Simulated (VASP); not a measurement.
Runs of VASP 6.6.1 on SiC. The structure is that of space group P6_3mc (No. 186), or close to it. The cells are those of the table. 

| task | cell | cutoff (eV) | smearing | gap on the mesh (eV) | pressure (GPa) | largest force (eV/Å) |
| --- | --- | --- | --- | --- | --- | --- |
| single point | a = 3.095, b = 3.095, c = 15.186 Å, angles 90.0, 90.0, 120.0°, 12 atoms | 520 | gaussian 0.01 eV | 2.03 | 0.0 | - |
| single point | a = 3.155, b = 3.155, c = 15.487 Å, angles 90.0, 90.0, 120.0°, 12 atoms | 520 | gaussian 0.02 eV | 2.04 | -11.1 | 0.01 |
| single point | a = 3.032, b = 3.032, c = 14.874 Å, angles 90.0, 90.0, 120.0°, 12 atoms | 520 | gaussian 0.02 eV | (b) | 14.8 | 0.01 |
| single point | a = 2.966, b = 2.966, c = 14.548 Å, angles 90.0, 90.0, 120.0°, 12 atoms | 520 | gaussian 0.02 eV | (a) | 34.7 | - |
| relaxation of shape and atoms at fixed volume | relaxed from a = 3.195, b = 3.195, c = 15.679 Å, angles 90.0, 90.0, 120.0°, 12 atoms | 600 | gaussian 0.02 eV | 2.05 | -16.9 | 0.01 |
| single point | a = 3.064, b = 3.064, c = 15.033 Å, angles 90.0, 90.0, 120.0°, 12 atoms | 520 | gaussian 0.02 eV | (c) | 6.8 | 0.01 |
| single point | a = 3.126, b = 3.126, c = 15.337 Å, angles 90.0, 90.0, 120.0°, 12 atoms | 520 | gaussian 0.02 eV | 2.04 | -6.0 | 0.01 |
| relaxation of cell and atoms | relaxed from a = 3.095, b = 3.095, c = 15.186 Å, angles 90.0, 90.0, 120.0°, 12 atoms | 600 | gaussian 0.01 eV | 2.03 | 0.0 | - |

Alike in all rows: level PBE; potentials or basis VASP PAW PBE potentials, release 64 (Si, C); no spin polarisation; k mesh 12 × 12 × 2.

Question: Fill in the values left out.

Answer: (a) 1.99; (b) 2.01; (c) 2.02.

Caveats: the cell stands under pressure (at least some runs); the cell stands under tension (at least some runs).

A k mesh can miss the band edges.
